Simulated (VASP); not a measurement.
# CdS (P1) in VASP: a series of runs

CdS is run at these levels: r2SCAN; tasks: single point.

Everything below comes from runs of VASP 6.6.1. Logs are shortened: lines on timing, memory, paths and dates and some standing lists are left out, and cuts for length are marked.

### 1 The cell of the first run

The typed cell holds 2 atoms: a = 3.912 Å, b = 3.849 Å, c = 3.895 Å, α = 59.95°, β = 60.84°, γ = 60.50°.

### 2 Single point, r2SCAN

Contents of POSCAR:

```
CdS
1.0
   -0.0419800000      2.7672100000      2.7650800000
    2.7301900000      0.0098600000      2.7132500000
    2.7615600000      2.7467400000     -0.0215100000
Cd S
1 1
Direct
    0.9996000000      0.9547700000      0.0408100000
    0.5034100000      0.4798200000      0.5251900000
```

Contents of INCAR.step1:

```
SYSTEM = CdS
PREC = Accurate ; ENCUT = 520
ISMEAR = 0 ; SIGMA = 0.02
LREAL = .FALSE. ; LASPH = .TRUE.
NELM = 80 ; NBANDS = 16
GGA = PE ; ALGO = Normal
EDIFF = 1E-4 ; LWAVE = .TRUE.
LCHARG = .FALSE.
```

Contents of INCAR.step2:

```
SYSTEM = CdS
PREC = Accurate ; ENCUT = 520
EDIFF = 1E-6 ; ISMEAR = 0
SIGMA = 0.02 ; LREAL = .FALSE.
LASPH = .TRUE. ; NELM = 80
ALGO = Normal ; ISIF = 2
LWAVE = .FALSE. ; LCHARG = .FALSE.
METAGGA = R2SCAN ; LMIXTAU = .TRUE.
NBANDS = 16 ; ISTART = 1
```

Contents of KPOINTS:

```
Automatic mesh
0
G
  3 4 3
  0 0 0
```

Potentials or basis: VASP PAW PBE potentials, release 64 (Cd, S).

The run is started by

```bash
$ cat potpaw_PBE.64/Cd/POTCAR potpaw_PBE.64/S/POTCAR > POTCAR
$ cp INCAR.step1 INCAR
$ mpirun -np 1 vasp_std > vasp.out
$ cp INCAR.step2 INCAR
$ mpirun -np 1 vasp_std > vasp.out
```

OUTCAR:

```text
SYSTEM = CdS
   PREC = Accurate
   ENCUT = 520
   EDIFF = 1E-6
   ISMEAR = 0
   LREAL = .FALSE.
   LASPH = .TRUE.
   NELM = 80
   ISIF = 2
   METAGGA = R2SCAN
   ISTART = 1

 ion  position               nearest neighbor table
   1  1.000  0.955  0.041-   2 2.67   2 2.72   2 2.74   2 2.79   2 2.79   2 2.83
   2  0.503  0.480  0.525-   1 2.67   1 2.72   1 2.74   1 2.79   1 2.79   1 2.83

  LATTYP: Found a triclinic cell.
 ALAT       =     3.8491246041
 B/A-ratio  =     1.0119261325
 C/A-ratio  =     1.0158981701
 COS(alpha) =     0.0054432511
 COS(beta)  =     0.4917006357
 COS(gamma) =     0.5008055303

  Lattice vectors:

 A1 = (  -2.7301900000,  -0.0098600000,  -2.7132500000)
 A2 = (  -2.7615600000,  -2.7467400000,   0.0215100000)
 A3 = (  -2.7721700000,   2.7573500000,   0.0518300000)

Analysis of symmetry for initial positions (statically):
=====================================================================
 Subroutine PRICEL returns:
 Original cell was already a primitive cell.

 Routine SETGRP: Setting up the symmetry group for a
 triclinic supercell.

 Subroutine GETGRP returns: Found  1 space group operations
 (whereof  1 operations were pure point group operations)
 out of a pool of  2 trial point group operations.

The static configuration has the point symmetry C_1 .

Analysis of symmetry for dynamics (positions and initial velocities):
=====================================================================
 Subroutine PRICEL returns:
 Original cell was already a primitive cell.

 Routine SETGRP: Setting up the symmetry group for a
 triclinic supercell.

 Subroutine GETGRP returns: Found  1 space group operations
 (whereof  1 operations were pure point group operations)
 out of a pool of  2 trial point group operations.

The dynamic configuration has the point symmetry C_1 .

 Subroutine INISYM returns: Found  1 space group operations
 (whereof  1 operations are pure point group operations),
 and found     1 'primitive' translations

----------------------------------------------------------------------------------------

                                     Primitive cell

  volume of cell :      41.8699

  direct lattice vectors                    reciprocal lattice vectors
    -0.041980000  2.767210000  2.765080000    -0.177999022  0.180356912  0.178454927
     2.730190000  0.009860000  2.713250000     0.182815705 -0.182351239  0.185267252
     2.761560000  2.746740000 -0.021510000     0.178669299  0.183021521 -0.180449913

  length of vectors
     3.912145308  3.849124604  3.895029774     0.309932942  0.317801056  0.313020393

  position of ions in fractional coordinates (direct lattice)
     0.999600000  0.954770000  0.040810000
     0.503410000  0.479820000  0.525190000

  ion indices of the primitive-cell ions
   primitive index   ion index
                 1           1
                 2           2

----------------------------------------------------------------------------------------

 KPOINTS: Automatic mesh

Automatic generation of k-mesh.
 Grid dimensions read from file:
 generate k-points for:    3    4    3

 Generating k-lattice:

  Cartesian coordinates                     Fractional coordinates (reciprocal lattice)
    -0.059333007  0.060118971  0.059484976     0.333333333  0.000000000  0.000000000
     0.045703926 -0.045587810  0.046316813     0.000000000  0.250000000  0.000000000
     0.059556433  0.061007174 -0.060149971     0.000000000  0.000000000  0.333333333

  Length of vectors
     0.103310981  0.079450264  0.104340131

  Shift w.r.t. Gamma in fractional coordinates (k-lattice)
     0.000000000  0.000000000  0.000000000

 Subroutine IBZKPT returns following result:
 ===========================================

 Found     19 irreducible k-points:

 Following reciprocal coordinates:
            Coordinates               Weight
  0.000000  0.000000  0.000000      1.000000
  0.333333  0.000000  0.000000      2.000000
  0.000000  0.250000 -0.000000      2.000000
  0.333333  0.250000  0.000000      2.000000
 -0.333333  0.250000 -0.000000      2.000000
  0.000000  0.500000 -0.000000      1.000000
[... 11 lines left out ...]
  0.333333 -0.250000  0.333333      2.000000
 -0.333333 -0.250000  0.333333      2.000000
   k-points           NKPTS =     19   k-points in BZ     NKDIM =     19   number of bands    NBANDS=     16
   number of dos      NEDOS =    301   number of ions     NIONS =      2
   total plane-waves  NPLWV =  27000
   dimension x,y,z NGX =    30 NGY =   30 NGZ =   30
   dimension x,y,z NGXF=    60 NGYF=   60 NGZF=   60
   ions per type =               1   1
   NGX,Y,Z   is equivalent  to a cutoff of  12.75, 12.96, 12.80 a.u.
   NGXF,Y,Z  is equivalent  to a cutoff of  25.50, 25.91, 25.61 a.u.
 SYSTEM =  CdS
   PREC   = accura    normal or accurate (medium, high low for compatibility)
   ISTART =      1    job   : 0-new  1-cont  2-samecut
   ICHARG =      0    charge: 1-file 2-atom 10-const
   ISPIN  =      1    spin polarized calculation?
   LNONCOLLINEAR =      F non collinear calculations
   LSORBIT =      F    spin-orbit coupling
   LASPH  =      T    aspherical Exc in radial PAW
   ENCUT  =  520.0 eV  38.22 Ry    6.18 a.u.   7.27  7.16  7.24*2*pi/ulx,y,z
   NELM   =     80;   NELMIN=  2; NELMDL=  0     # of ELM steps
   EDIFF  = 0.1E-05   stopping-criterion for ELM
   LREAL  =      F    real-space projection
   EDIFFG = 0.1E-04   stopping-criterion for IOM
   NSW    =      0    number of steps for IOM
   IBRION =     -1    ionic relax: 0-MD 1-quasi-New 2-CG
   NFREE  =      0    steps in history (QN), initial steepest desc. (CG)
   ISIF   =      2    stress and relaxation
   ISYM   =      2    0-nonsym 1-usesym 2-fastsym
   POTIM  = 0.5000    time-step for ionic-motion
   TEBEG  =    0.0;   TEEND  =   0.0 temperature during run
   PSTRESS=    0.0 pullay stress
   NELECT =      18.0000    total number of electrons
   NUPDOWN=      -1.0000    fix difference up-down
   EMIN   =  10.00;   EMAX   =-10.00  energy-range for DOS
   EFERMI =   0.00;   METHOD = LEGACY
   ISMEAR =     0;   SIGMA  =   0.02  broadening in eV -4-tet -1-fermi 0-gaus
   EFERMI_NEDOS =   21; number of points for ismear=-14 and -15
   IALGO  =     38    algorithm
   IMIX   =      4    mixing-type and parameters
     AMIX     =   0.40;   BMIX     =  1.00
     AMIX_MAG =   1.60;   BMIX_MAG =  1.00
  volume/ion in A,a.u.               =      20.93       141.28
  Fermi-wavevector in a.u.,A,eV,Ry     =   1.235563  2.334876 20.770877  1.526616
  Thomas-Fermi vector in A             =   2.370208
   LORBIT       =      0    0 simple, 1 ext, 2 COOP (PROOUT), +10 PAW based schemes
   METAGGA = R2SCAN    functional components
   LHFCALC =     F    Hartree Fock is set to
   AEXX    =    0.0000 exact exchange contribution
   IVDW    =     0    specifies the selected vdW correction
   LEPSILON=     F    determine dielectric tensor
   LRPA    =     F    only Hartree local field effects (RPA)
 non-spin polarized calculation
 Gauss-broadening in eV      SIGMA  =   0.02
  energy-cutoff  :      520.00
  volume of cell :       41.87
 maximum number of plane-waves:      1139
 NGX is ok and might be reduce to    30
   NGX = 15   NGY = 15   NGZ = 15

 number of electron      17.9999998 magnetization

 Free energy of the ion-electron system (eV)
  ---------------------------------------------------
  ext. energy  EPLUGINS =         0.00000000
  ---------------------------------------------------
  free energy    TOTEN  =       -29.38164794 eV

  energy without entropy =      -29.38164794  energy(sigma->0) =      -29.38164794

 E-fermi :   2.5839     XC(G=0): -10.8201

 val. band max:        2.4682517391   @ k =   0.0000   0.5000  -0.0000
 cond. band min:       3.8854874468   @ k =   0.0000   0.0000   0.0000
 fundamental gap:      1.4172357077
 Fermi energy:         2.5838912072

 k-point     1 :       0.0000    0.0000    0.0000
  band No.  band energies     occupation
      1     -10.6229      2.00000
      2      -5.4124      2.00000
      3      -5.4065      2.00000
      4      -5.3950      2.00000
      5      -5.3899      2.00000
      6      -5.3764      2.00000
[... 8 lines left out ...]
     15      14.5151      0.00000
     16      14.6107      0.00000

 k-point     2 :       0.3333    0.0000    0.0000
  band No.  band energies     occupation
      1      -9.8873      2.00000
      2      -5.6204      2.00000
      3      -5.6015      2.00000
      4      -5.5004      2.00000
      5      -5.2618      2.00000
      6      -5.2526      2.00000
[... 8 lines left out ...]
     15      14.6032      0.00000
     16      14.8237      0.00000

 k-point     3 :       0.0000    0.2500   -0.0000
  band No.  band energies     occupation
      1     -10.1303      2.00000
      2      -5.5621      2.00000
      3      -5.5329      2.00000
      4      -5.4564      2.00000
      5      -5.3048      2.00000
      6      -5.3018      2.00000
[... 8 lines left out ...]
     15      13.8502      0.00000
     16      13.9580      0.00000

 k-point     4 :       0.3333    0.2500    0.0000
  band No.  band energies     occupation
      1      -9.9492      2.00000
      2      -5.4739      2.00000
      3      -5.4425      2.00000
      4      -5.3703      2.00000
      5      -5.2589      2.00000
      6      -5.2374      2.00000
[... 8 lines left out ...]
     15      16.2793      0.00000
     16      18.0473      0.00000
[... 229 lines left out ...]
 k-point    17 :      -0.0000   -0.2500    0.3333
  band No.  band energies     occupation
      1      -9.5938      2.00000
      2      -5.6282      2.00000
      3      -5.5228      2.00000
      4      -5.3944      2.00000
      5      -5.2234      2.00000
      6      -5.0642      2.00000
[... 8 lines left out ...]
     15      15.6618      0.00000
     16      17.7264      0.00000

 k-point    18 :       0.3333   -0.2500    0.3333
  band No.  band energies     occupation
      1      -9.6244      2.00000
      2      -5.4997      2.00000
      3      -5.4704      2.00000
      4      -5.2842      2.00000
      5      -5.1735      2.00000
      6      -4.7808      2.00000
[... 8 lines left out ...]
     15      16.0515      0.00000
     16      18.5908      0.00000

 k-point    19 :      -0.3333   -0.2500    0.3333
  band No.  band energies     occupation
      1      -9.6017      2.00000
      2      -5.5533      2.00000
      3      -5.4525      2.00000
      4      -5.3512      2.00000
      5      -5.1940      2.00000
      6      -4.8996      2.00000
[... 8 lines left out ...]
     15      15.5063      0.00000
     16      18.4841      0.00000

------------------------ aborting loop because EDIFF is reached ----------------------------------------

  FORCE on cell =-STRESS in cart. coord.  units (eV):
  Direction    XX          YY          ZZ          XY          YZ          ZX
  --------------------------------------------------------------------------------------
  -------------------------------------------------------------------------------------
  Total       -0.4127338     -0.3646568     -0.1696530      0.1474688      0.0026222      0.1596148
  in kB      -15.7935033    -13.9538094     -6.4918720      5.6429805      0.1003419      6.1077562
  external PRESSURE =     -12.0797282 kB  Pullay stress =       0.0000000 kB

 VOLUME and BASIS-vectors are now :
 -----------------------------------------------------------------------------
  energy-cutoff  :      520.00
  volume of cell :       41.87
      direct lattice vectors                 reciprocal lattice vectors
    -0.041980000  2.767210000  2.765080000    -0.177999022  0.180356912  0.178454927
     2.730190000  0.009860000  2.713250000     0.182815705 -0.182351239  0.185267252
     2.761560000  2.746740000 -0.021510000     0.178669299  0.183021521 -0.180449913

 POSITION                                       TOTAL-FORCE (eV/Angst)
 -----------------------------------------------------------------------------------
      2.67744      2.88761      5.35363         0.029150     -0.046313      0.117545
      2.73921      2.84033      2.68254        -0.029150      0.046313     -0.117545
 -----------------------------------------------------------------------------------
    total drift:                               -0.000077      0.000472     -0.000699

  FREE ENERGIE OF THE ION-ELECTRON SYSTEM (eV)
  ---------------------------------------------------
  free  energy   TOTEN  =       -29.3816479413 eV

  energy  without entropy=      -29.3816479413  energy(sigma->0) =      -29.38164794
```

Run time: 79 s. Hardware: 1 thread of Intel Xeon Platinum 8175M at 2.50GHz (Skylake/Cascade Lake), shared host; peak memory 0.17 GiB.

Results:

| Quantity | Value |
| --- | --- |
| Free energy | -29.3816 eV |
| Pressure | -1.2 GPa |
| Largest force | 0.130 eV/Å |
| Band gap on the k mesh | 1.42 eV, indirect (least direct gap 1.96 eV) |

Forces on the atoms (eV/Å):
```
Cd   0.029 -0.046  0.118
S   -0.029  0.046 -0.118
```

Caveat: the k points lie up to 0.66 Å⁻¹ apart; the PAW data sets were made with another functional, which shifts forces and pressure a little. A k mesh can miss the band edges.

### 3 Single point, r2SCAN

POSCAR is that of step 2.

Contents of INCAR.step1:

```
PREC = Accurate
ENCUT = 520
ISMEAR = 0
SIGMA = 0.02
LREAL = F
LASPH = T
NELM = 80
NBANDS = 16
GGA = PE
ALGO = Normal
EDIFF = 1E-4
LWAVE = T
LCHARG = F
```

Contents of INCAR.step2:

```
PREC = Accurate
ENCUT = 520
EDIFF = 1E-6
ISMEAR = 0
SIGMA = 0.02
LREAL = F
LASPH = T
NELM = 80
ALGO = Normal
ISIF = 2
LWAVE = F
LCHARG = F
METAGGA = R2SCAN
LMIXTAU = T
NBANDS = 16
ISTART = 1
```

Contents of KPOINTS:

```
Automatic mesh
0
Gamma
  3 4 3
```

Potentials or basis: VASP PAW PBE potentials, release 64 (Cd, S).

The run is started by

```bash
$ cat potpaw_PBE.64/Cd/POTCAR potpaw_PBE.64/S/POTCAR > POTCAR
$ cp INCAR.step1 INCAR
$ mpirun -np 1 vasp_std > vasp.out
$ cp INCAR.step2 INCAR
$ mpirun -np 1 vasp_std > vasp.out
```

Wall time 78 s (1 thread of Intel Xeon Platinum 8175M at 2.50GHz (Skylake/Cascade Lake), shared host); peak memory 0.17 GiB.

Results (log left out):

```yaml
Free_energy: -29.3816 eV
Pressure: -1.2 GPa
Largest_force: 0.130 eV/Å
Band_gap_on_the_k_mesh: 1.42 eV, indirect (least direct gap 1.96 eV)
```

Forces in eV/Å, atoms in the order of the input:
```
Cd   0.029 -0.046  0.118
S   -0.029  0.046 -0.118
```

Stress tensor (GPa, compression positive):
```
-1.58  0.56  0.61
 0.56 -1.40  0.01
 0.61  0.01 -0.65
```

Levels at points of the mesh, in eV from the valence-band top:
| k point | band 7 | band 8 | band 9 | band 10 | band 11 | band 12 |
| --- | --- | --- | --- | --- | --- | --- |
| (0.00, 0.00, 0.00) | -0.78 | -0.65 | -0.54 | 1.42 | 9.48 | 9.70 |
| (0.00, 0.50, 0.00) | -4.70 | -0.05 | 0.00 | 3.95 | 6.28 | 6.41 |

Caveat: the k points lie up to 0.66 Å⁻¹ apart; the PAW data sets were made with another functional, which shifts forces and pressure a little. r2SCAN opens gaps a little over a GGA but as a rule still falls short of measured ones.
